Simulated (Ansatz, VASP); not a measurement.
## Sn: VASP beside Ansatz

INCAR

```
SYSTEM = Sn
PREC = Accurate
ENCUT = 520
EDIFF = 1E-7
ISMEAR = 0
SIGMA = 0.1
LREAL = .False.
LASPH = .True.
NELM = 100
ALGO = Normal
ISIF = 2
LWAVE = .False.
LCHARG = .True.
GGA = PE
LELF = .True.
LVHAR = .True.
NBANDS = 13
```

Contents of KPOINTS:

```
regular mesh
0
Gamma
  6 6 6
  0 0 0
```

The input POSCAR:

```
Sn
1.0
   -1.8658975038      1.8658975038      1.8567592488
    1.8658975038     -1.8658975038      1.8567592488
    1.8658975038      1.8658975038     -1.8567592488
Sn
1
Direct
    0.5000000000      0.5000000000      0.0000000000
```

Input for Ansatz:

```yaml
crystal:
  lattice:
    - [-1.8658975038, 1.8658975038, 1.8567592488]
    - [1.8658975038, -1.8658975038, 1.8567592488]
    - [1.8658975038, 1.8658975038, -1.8567592488]
  atoms:
    - { symbol: Sn, position: [0.5, 0.5, 0.0] }
basis:
  ecutwfc: 420
kpoints:
  mp_grid: { grid: [6, 6, 6] }
hamiltonian:
  xc: pbe
scf:
  occupations: { method: gaussian, width: 0.1 }
output:
  forces: true
  stress: true
  eigenvalues: true
```

Alike in both runs: task single point; functional PBE; k mesh 6 × 6 × 6; occupations gaussian, width 0.1 eV; no spin polarisation.

|  | VASP | Ansatz |
| --- | --- | --- |
| version | VASP 6.6.1 | Ansatz 0.2.0 |
| potentials or method | VASP PAW PBE potentials, release 64 (Sn_d), cutoff 520 eV | scalar-relativistic, plane waves, PAW |
| valence electrons in the cell | 14 | 14 |

```csv
,VASP,Ansatz,Ansatz less VASP
gap on the k mesh at the Fermi level (eV),none,none,-
pressure (GPa),3.8,3.8,+0.07
"traceless stress, the component that is largest in VASP (GPa)",-0.37,-0.37,-0.001
```

A gap of «none» marks a metal or a gap that the smearing closes. The functional is the same, so the differences come from potentials, cutoffs and numerics.

The k mesh is coarse, so the values compare programs but aren't converged.
